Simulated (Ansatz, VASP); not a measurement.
One calculation of Pt, two programs

```
Pt
1.0
    -1.55192    1.55192    1.55192
     1.55192   -1.55192    1.55192
     1.55192    1.55192   -1.55192
Pt
1
Direct
  0.00000 0.00000 0.00000
```

Alike in both runs: functional LDA; k mesh 19 × 19 × 19; occupations fermi-dirac, width 0.05 eV; non-collinear spin, spin-orbit coupling.

Ansatz relaxed the structure, and its values are those at the end. VASP's run is a single point on that final structure, the one shown.

```csv
,VASP,Ansatz
version,VASP 6.6.1,Ansatz 0.2.0
potentials or method,"VASP PAW LDA potentials, release 64 (Pt), cutoff 520 eV",all-electron LAPW
```

VASP gave:

| Property | Result |
| --- | --- |
| pressure (GPa) | 0.9 |
| net moment per atom (μB) | 0.00 |

**Question.** Which values does Ansatz return?

**Answer.** Pressure (GPa): 0.0; net moment per atom (μB): 0.00.

LDA's correlation is that of Perdew and Zunger in VASP and of Perdew and Wang (1992) in Ansatz. Ansatz ran all-electron here, and VASP with PAW potentials.
